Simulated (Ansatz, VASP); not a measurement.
# Ni in VASP and in Ansatz

File INCAR:

```
PREC = Accurate
ENCUT = 520
EDIFF = 1E-7
ISMEAR = -1
SIGMA = 0.05
LREAL = False
LASPH = True
NELM = 150
ALGO = Normal
ISIF = 2
LWAVE = False
LCHARG = True
ISPIN = 2
MAGMOM = 1 1
LORBIT = 11
LMAXMIX = 4
GGA = CA
LELF = True
LVHAR = True
NBANDS = 21
```

File KPOINTS:

```
regular mesh
0
Gamma
  12 12 7
```

Contents of POSCAR:

```
Ni
1.0
    2.3980492245      0.0000000000      0.0000000000
   -1.1990246123      2.0767715480      0.0000000000
    0.0000000000      0.0000000000      3.9896657190
Ni
2
Direct
    0.6666666667      0.3333333333      0.7500000000
    0.3333333333      0.6666666667      0.2500000000
```

The input input.yaml:

```yaml
crystal:
  lattice:
    - [2.3980492245, 0.0, 0.0]
    - [-1.1990246123, 2.076771548, 0.0]
    - [0.0, 0.0, 3.989665719]
  atoms:
    - { symbol: Ni, position: [0.6666666667, 0.3333333333, 0.75], spin: 1.0 }
    - { symbol: Ni, position: [0.3333333333, 0.6666666667, 0.25], spin: 1.0 }
kpoints:
  mp_grid: { grid: [12, 12, 7] }
scf:
  occupations: { method: fermi_dirac, width: 0.05 }
hamiltonian:
  xc: lda
  pseudopotentials: { kind: all_electron, lapw: { basis_error: 0.001 } }
magnetization:
  spin_polarized: true
output:
  forces: true
  stress: true
  eigenvalues: true
```

Change from the starting cell: volume scaled by 0.94.

Alike in both runs: task single point; functional LDA; k mesh 12 × 12 × 7; occupations fermi-dirac, width 0.05 eV; collinear spin.

|  | VASP | Ansatz |
| --- | --- | --- |
| version | VASP 6.6.1 | Ansatz 0.2.0 |
| potentials or method | VASP PAW LDA potentials, release 64 (Ni), cutoff 520 eV | all-electron LAPW, scalar-relativistic |

|  | VASP | Ansatz | Ansatz less VASP |
| --- | --- | --- | --- |
| gap on the k mesh at the Fermi level (eV) | none | none | - |
| pressure (GPa) | 3.0 | 3.3 | +0.23 |
| traceless stress, the component that is largest in VASP (GPa) | -2.46 | -2.73 | -0.274 |
| net moment per atom (μB) | 0.55 | 0.58 | +0.036 |
| size of the moment on the site where the two differ most (μB) | 0.55 | 0.60 | +0.054 |

LDA's correlation is that of Perdew and Zunger in VASP and of Perdew and Wang (1992) in Ansatz. Site moments also hang on the region over which each program counts them. A gap of «none» marks a metal or a gap that the smearing closes. Ansatz ran all-electron here, and VASP with PAW potentials.
